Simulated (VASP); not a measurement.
# W (I4/mmm) in VASP: notebook, part 3 of 3

VASP 6.6.1. The steps go on from the part before.

## (6) Single point, PBE (strain +0.015 along x and y, +0.030 along z)

Contents of INCAR:

```
SYSTEM = W
  ALGO = Fast
  EDIFF = 1E-6
  ENCUT = 520
  GGA = PE
  ISIF = 2
  ISMEAR = 0
  LASPH = .True.
  LCHARG = .True.
  LELF = .True.
  LREAL = .False.
  LVHAR = .True.
  LWAVE = .False.
  NBANDS = 13
  NELM = 80
  PREC = Accurate
  SIGMA = 0.15
```

Contents of KPOINTS:

```
k-points
0
Gamma
  26 26 26
  0 0 0
```

Contents of POSCAR:

```
W
1.0
   -1.6156560122      1.6156560122      1.6395327021
    1.6156560122     -1.6156560122      1.6395327021
    1.6156560122      1.6156560122     -1.6395327021
W
1
Direct
    0.0000000000      0.0000000000      0.0000000000
```

Potentials or basis: VASP PAW PBE potentials, release 64 (W_sv).

Run with:

```console
$ cat potpaw_PBE.64/W_sv/POTCAR > POTCAR
$ mpirun -np 1 vasp_std > vasp.out
```

OUTCAR:

```text
SYSTEM = W
   EDIFF = 1E-6
   ENCUT = 520
   GGA = PE
   ISIF = 2
   ISMEAR = 0
   LASPH = .True.
   LREAL = .False.
   NELM = 80
   PREC = Accurate

 ion  position               nearest neighbor table
   1  0.000  0.000  0.000-

  LATTYP: Found a body centered tetragonal cell.
 ALAT       =     3.2313120244
 C/A-ratio  =     1.0147783252

  Lattice vectors:

 A1 = (  -1.6156560122,   1.6156560122,   1.6395327021)
 A2 = (   1.6156560122,  -1.6156560122,   1.6395327021)
 A3 = (   1.6156560122,   1.6156560122,  -1.6395327021)

Analysis of symmetry for initial positions (statically):
=====================================================================
 Subroutine PRICEL returns:
 Original cell was already a primitive cell.

 Routine SETGRP: Setting up the symmetry group for a
 body centered tetragonal supercell.

 Subroutine GETGRP returns: Found 16 space group operations
 (whereof 16 operations were pure point group operations)
 out of a pool of 16 trial point group operations.

The static configuration has the point symmetry D_4h.

Analysis of symmetry for dynamics (positions and initial velocities):
=====================================================================
 Subroutine PRICEL returns:
 Original cell was already a primitive cell.

 Routine SETGRP: Setting up the symmetry group for a
 body centered tetragonal supercell.

 Subroutine GETGRP returns: Found 16 space group operations
 (whereof 16 operations were pure point group operations)
 out of a pool of 16 trial point group operations.

The dynamic configuration has the point symmetry D_4h.

 Subroutine INISYM returns: Found 16 space group operations
 (whereof 16 operations are pure point group operations),
 and found     1 'primitive' translations

----------------------------------------------------------------------------------------

                                     Primitive cell

  volume of cell :      17.1190

  direct lattice vectors                    reciprocal lattice vectors
    -1.615656012  1.615656012  1.639532702     0.000000000  0.309471816  0.304964945
     1.615656012 -1.615656012  1.639532702     0.309471816  0.000000000  0.304964945
     1.615656012  1.615656012 -1.639532702     0.309471816  0.309471816  0.000000000

  length of vectors
     2.812251088  2.812251088  2.812251088     0.434484088  0.434484088  0.437659239

  position of ions in fractional coordinates (direct lattice)
     0.000000000  0.000000000  0.000000000

  ion indices of the primitive-cell ions
   primitive index   ion index
                 1           1

----------------------------------------------------------------------------------------

 KPOINTS: k-points

Automatic generation of k-mesh.
 Grid dimensions read from file:
 generate k-points for:   26   26   26

 Generating k-lattice:

  Cartesian coordinates                     Fractional coordinates (reciprocal lattice)
     0.000000000  0.011902762  0.011729421     0.038461538  0.000000000  0.000000000
     0.011902762  0.000000000  0.011729421     0.000000000  0.038461538  0.000000000
     0.011902762  0.011902762  0.000000000     0.000000000  0.000000000  0.038461538

  Length of vectors
     0.016710926  0.016710926  0.016833048

  Shift w.r.t. Gamma in fractional coordinates (k-lattice)
     0.000000000  0.000000000  0.000000000

 Subroutine IBZKPT returns following result:
 ===========================================

 Found   1330 irreducible k-points:

 Following reciprocal coordinates:
            Coordinates               Weight
  0.000000  0.000000  0.000000      1.000000
  0.038462  0.000000 -0.000000      8.000000
  0.076923  0.000000 -0.000000      8.000000
  0.115385  0.000000  0.000000      8.000000
  0.153846  0.000000  0.000000      8.000000
  0.192308  0.000000 -0.000000      8.000000
[... 16 lines left out ...]
  0.346154  0.038462 -0.000000     16.000000
  0.384615  0.038462 -0.000000     16.000000
 [... further k-points ...]
   k-points           NKPTS =   1330   k-points in BZ     NKDIM =   1330   number of bands    NBANDS=     13
   number of dos      NEDOS =    301   number of ions     NIONS =      1
   total plane-waves  NPLWV =  13824
   dimension x,y,z NGX =    24 NGY =   24 NGZ =   24
   dimension x,y,z NGXF=    48 NGYF=   48 NGZF=   48
   ions per type =               1
   NGX,Y,Z   is equivalent  to a cutoff of  14.19, 14.19, 14.19 a.u.
   NGXF,Y,Z  is equivalent  to a cutoff of  28.38, 28.38, 28.38 a.u.
 SYSTEM =  W
   PREC   = accura    normal or accurate (medium, high low for compatibility)
   ISTART =      0    job   : 0-new  1-cont  2-samecut
   ICHARG =      2    charge: 1-file 2-atom 10-const
   ISPIN  =      1    spin polarized calculation?
   LNONCOLLINEAR =      F non collinear calculations
   LSORBIT =      F    spin-orbit coupling
   LASPH  =      T    aspherical Exc in radial PAW
   ENCUT  =  520.0 eV  38.22 Ry    6.18 a.u.   5.23  5.23  5.23*2*pi/ulx,y,z
   NELM   =     80;   NELMIN=  2; NELMDL= -5     # of ELM steps
   EDIFF  = 0.1E-05   stopping-criterion for ELM
   LREAL  =      F    real-space projection
[... 7 lines left out ...]
   TEBEG  =    0.0;   TEEND  =   0.0 temperature during run
   PSTRESS=    0.0 pullay stress
   NELECT =      14.0000    total number of electrons
   NUPDOWN=      -1.0000    fix difference up-down
   EMIN   =  10.00;   EMAX   =-10.00  energy-range for DOS
   EFERMI =   0.00;   METHOD = LEGACY
   ISMEAR =     0;   SIGMA  =   0.15  broadening in eV -4-tet -1-fermi 0-gaus
   EFERMI_NEDOS =   21; number of points for ismear=-14 and -15
   IALGO  =     68    algorithm
   IMIX   =      4    mixing-type and parameters
     AMIX     =   0.40;   BMIX     =  1.00
     AMIX_MAG =   1.60;   BMIX_MAG =  1.00
  volume/ion in A,a.u.               =      17.12       115.52
  Fermi-wavevector in a.u.,A,eV,Ry     =   1.530940  2.893057 31.889033  2.343778
  Thomas-Fermi vector in A             =   2.638354
   LORBIT       =      0    0 simple, 1 ext, 2 COOP (PROOUT), +10 PAW based schemes
   GGA     = PE    functional components
   LHFCALC =     F    Hartree Fock is set to
   AEXX    =    0.0000 exact exchange contribution
   IVDW    =     0    specifies the selected vdW correction
   LEPSILON=     F    determine dielectric tensor
   LRPA    =     F    only Hartree local field effects (RPA)
 non-spin polarized calculation
 RMM-DIIS sequential band-by-band and
 Gauss-broadening in eV      SIGMA  =   0.15
  energy-cutoff  :      520.00
  volume of cell :       17.12
 maximum number of plane-waves:       476
 NGX is ok and might be reduce to    24
   NGX = 11   NGY = 11   NGZ = 11

 number of electron      13.9999998 magnetization

 Free energy of the ion-electron system (eV)
  ---------------------------------------------------
  ext. energy  EPLUGINS =         0.00000000
  ---------------------------------------------------
  free energy    TOTEN  =       -12.90696040 eV

  energy without entropy =      -12.90170835  energy(sigma->0) =      -12.90433438

 E-fermi :  10.3507     XC(G=0): -13.2107

 val. band max:       10.3494968759   @ k =  -0.2692  -0.3462   0.2692
 cond. band min:      10.3545243204   @ k =   0.4231   0.0385   0.0385
 fundamental gap:      0.0050274444
 Fermi energy:        10.3507031285

 k-point     1 :       0.0000    0.0000    0.0000
  band No.  band energies     occupation
      1     -63.9345      2.00000
      2     -27.5990      2.00000
      3     -27.5931      2.00000
      4     -27.5931      2.00000
      5       1.1567      2.00000
      6       9.1951      2.00000
      7       9.1951      2.00000
      8       9.3696      2.00000
      9      12.3212      0.00000
     10      12.5515      0.00000
     11      24.5224      0.00000
     12      24.7894      0.00000
     13      24.7894      0.00000

 k-point     2 :       0.0385    0.0000   -0.0000
  band No.  band energies     occupation
      1     -63.9331      2.00000
      2     -27.6120      2.00000
      3     -27.5979      2.00000
      4     -27.5955      2.00000
      5       1.2221      2.00000
      6       9.1882      2.00000
      7       9.1948      2.00000
      8       9.3936      2.00000
      9      12.2726      0.00000
     10      12.5366      0.00000
     11      24.6216      0.00000
[... 339 lines left out ...]
 k-point    24 :       0.3846    0.0385   -0.0000
  band No.  band energies     occupation
      1     -63.8481      2.00000
      2     -28.5053      2.00000
      3     -27.8931      2.00000
      4     -27.6018      2.00000
      5       4.5869      2.00000
      6       7.3679      2.00000
      7       9.6973      2.00000
      8      12.2542      0.00000
      9      13.0404      0.00000
     10      14.9207      0.00000
     11      21.3629      0.00000
     12      22.3916      0.00000
     13      27.6127      0.00000

 [... further k-points ...]
[... 5 lines left out ...]
  --------------------------------------------------------------------------------------
  -------------------------------------------------------------------------------------
  Total       -1.5213553     -1.5213553     -1.9358661      0.0000000      0.0000000     -0.0000000
  in kB     -142.3847153   -142.3847153   -181.1790701      0.0000000      0.0000000     -0.0000000
  external PRESSURE =    -155.3161669 kB  Pullay stress =       0.0000000 kB

 VOLUME and BASIS-vectors are now :
 -----------------------------------------------------------------------------
  energy-cutoff  :      520.00
  volume of cell :       17.12
      direct lattice vectors                 reciprocal lattice vectors
    -1.615656012  1.615656012  1.639532702     0.000000000  0.309471816  0.304964945
     1.615656012 -1.615656012  1.639532702     0.309471816  0.000000000  0.304964945
     1.615656012  1.615656012 -1.639532702     0.309471816  0.309471816  0.000000000

 POSITION                                       TOTAL-FORCE (eV/Angst)
 -----------------------------------------------------------------------------------
      0.00000      0.00000      0.00000         0.000000      0.000000      0.000000
 -----------------------------------------------------------------------------------
    total drift:                                0.000000      0.000000      0.000000

  FREE ENERGIE OF THE ION-ELECTRON SYSTEM (eV)
  ---------------------------------------------------
  free  energy   TOTEN  =       -12.9069604000 eV

  energy  without entropy=      -12.9017083515  energy(sigma->0) =      -12.90433438
```

OSZICAR:

```text
N       E                     dE             d eps       ncg     rms          rms(c)
DAV:   1     0.853034381384E+02    0.85303E+02   -0.74767E+03 34768   0.121E+03
DAV:   2    -0.118941688814E+02   -0.97198E+02   -0.93404E+02 38930   0.315E+02
DAV:   3    -0.135854535470E+02   -0.16913E+01   -0.16854E+01 37915   0.403E+01
DAV:   4    -0.135928854098E+02   -0.74319E-02   -0.74317E-02 38320   0.296E+00
DAV:   5    -0.135929538971E+02   -0.68487E-04   -0.68487E-04 38495   0.268E-01    0.181E+01
RMM:   6    -0.130426312304E+02    0.55032E+00   -0.47437E-01 37455   0.634E+00    0.710E+00
RMM:   7    -0.129098137459E+02    0.13282E+00   -0.32815E-01 37589   0.525E+00    0.108E+00
RMM:   8    -0.129073088405E+02    0.25049E-02   -0.12871E-02 42878   0.121E+00    0.265E-01
RMM:   9    -0.129069763584E+02    0.33248E-03   -0.20096E-03 41363   0.522E-01    0.268E-02
RMM:  10    -0.129069687967E+02    0.75617E-05   -0.32030E-04 42761   0.210E-01    0.133E-02
RMM:  11    -0.129069599587E+02    0.88379E-05   -0.23848E-05 44909   0.636E-02    0.188E-03
RMM:  12    -0.129069604000E+02   -0.44128E-06   -0.49825E-06 38233   0.283E-02
   1 F= -.12906960E+02 E0= -.12904334E+02  d E =-.525205E-02
```

stdout:

```text
POSCAR found type information on POSCAR W
 POSCAR found :  1 types and       1 ions
 scaLAPACK will be used
 LDA part: xc-table for (Slater+PW92), standard interpolation
 POSCAR, INCAR and KPOINTS ok, starting setup
 FFT: planning ... GRIDC
 FFT: planning ... GRID_SOFT
 FFT: planning ... GRID
 WAVECAR not read
 entering main loop
WARNING in EDDRMM: call to ZHEGV failed, returncode =   8  4     12
WARNING in EDDRMM: call to ZHEGV failed, returncode =   8  4     13
```

Run time: 97 s. Hardware: 1 thread of Intel Xeon 6975P-C (Granite Rapids), shared host; peak memory 0.38 GiB.

What came out:

```
Free energy            : -12.9070 eV
Pressure               : -15.5 GPa
Band gap on the k mesh : zero (bands 7 and 8 overlap by 5.60 eV)
```

Stress tensor (GPa, compression positive):
```
-14.24   0.00   0.00
  0.00 -14.24   0.00
  0.00   0.00 -18.12
```

Caveat: the cell differs from its parent crystal (strain +0.015 along x and y, +0.030 along z); the cell stands under tension; spin-orbit coupling is left out, which moves the levels of the heavy elements.

## (7) Single point, PBE (strain +0.030 along x and y, +0.015 along z)

Contents of INCAR:

```
SYSTEM = W
  ALGO = Fast
  EDIFF = 1E-6
  ENCUT = 520
  GGA = PE
  ISIF = 2
  ISMEAR = 0
  LASPH = .TRUE.
  LCHARG = .FALSE.
  LREAL = .FALSE.
  LWAVE = .FALSE.
  NBANDS = 13
  NELM = 100
  PREC = Accurate
  SIGMA = 0.15
```

Contents of KPOINTS:

```
k-points
0
G
  26 26 26
  0 0 0
```

Contents of POSCAR:

```
W
1.0
   -1.6395327021      1.6395327021      1.6156560122
    1.6395327021     -1.6395327021      1.6156560122
    1.6395327021      1.6395327021     -1.6156560122
W
1
Direct
    0.0000000000      0.0000000000      0.0000000000
```

Run with:

```console
$ cat potpaw_PBE.64/W_sv/POTCAR > POTCAR
$ mpirun -np 1 vasp_std > vasp.out
```

Run time: 95 s. Hardware: 1 thread of Intel Xeon 6975P-C (Granite Rapids), shared host; peak memory 0.38 GiB.

The run converged. Its results:

- Free energy: -12.8799 eV
- Pressure: -18.9 GPa
- Band gap on the k mesh: zero (bands 7 and 8 overlap by 5.56 eV)

Stress tensor (GPa, compression positive):
```
-20.13   0.00   0.00
  0.00 -20.13   0.00
  0.00   0.00 -16.33
```

Levels at points of the mesh, in eV from the Fermi level:
```
           k point  band 3  band 4  band 5  band 6  band 7  band 8  band 9  band 10  band 11  band 12
(0.00, 0.00, 0.00)  -37.98  -37.98   -9.11   -1.19   -1.02   -1.02    1.94     2.17    14.23    14.23
(0.50, 0.00, 0.00)  -38.30  -37.99   -5.69   -3.20    0.46    1.96    2.83     5.39     9.71    11.23
(0.50, 0.50, 0.00)  -38.28  -37.98   -5.70   -3.02    0.36    1.75    2.70     5.35     9.61    11.32
(0.50, 0.50, 0.50)  -38.67  -38.63   -5.14   -5.11    4.52    4.52    4.58     7.44     7.44     7.83
```

Caveat: the cell differs from its parent crystal (strain +0.030 along x and y, +0.015 along z); the cell stands under tension; spin-orbit coupling is left out, which moves the levels of the heavy elements.

## (8) Summary

| cell | further INCAR settings | gap on the mesh (eV) | pressure (GPa) |
| --- | --- | --- | --- |
| a = 2.702 Å, angles 110.3, 110.3, 107.8°, 1 atom | ALGO = Fast; EDIFF = 1e-06; NBANDS = 13 | none | 22.0 |
| a = 2.702 Å, angles 109.1, 109.1, 110.3°, 1 atom | ALGO = Fast; EDIFF = 1e-06; NBANDS = 13 | none | 21.7 |
| a = 2.716 Å, angles 110.7, 110.7, 107.0°, 1 atom | ALGO = Fast; EDIFF = 1e-06; NBANDS = 13 | none | 16.5 |
| a = 2.812 Å, angles 108.7, 108.7, 111.1°, 1 atom | ALGO = Fast; EDIFF = 1e-07; NBANDS = 13 | none | -15.4 |
| a = 2.812 Å, angles 109.9, 109.9, 108.7°, 1 atom | ALGO = Fast; EDIFF = 1e-06; NBANDS = 13 | none | -15.5 |
| a = 2.826 Å, angles 109.1, 109.1, 110.3°, 1 atom | ALGO = Fast; EDIFF = 1e-06; NBANDS = 13 | none | -18.9 |

Alike in all rows: task single point; level PBE; potentials or basis VASP PAW PBE potentials, release 64 (W_sv); no spin polarisation; k mesh 26 × 26 × 26; cutoff (eV) 520; smearing gaussian 0.15 eV.

Caveats: spin-orbit coupling is left out, which moves the levels of the heavy elements; the cell stands under pressure (at least some runs); the cell stands under tension (at least some runs).

Total energies depend on the potentials used, so only differences within one code and one set of settings carry meaning.
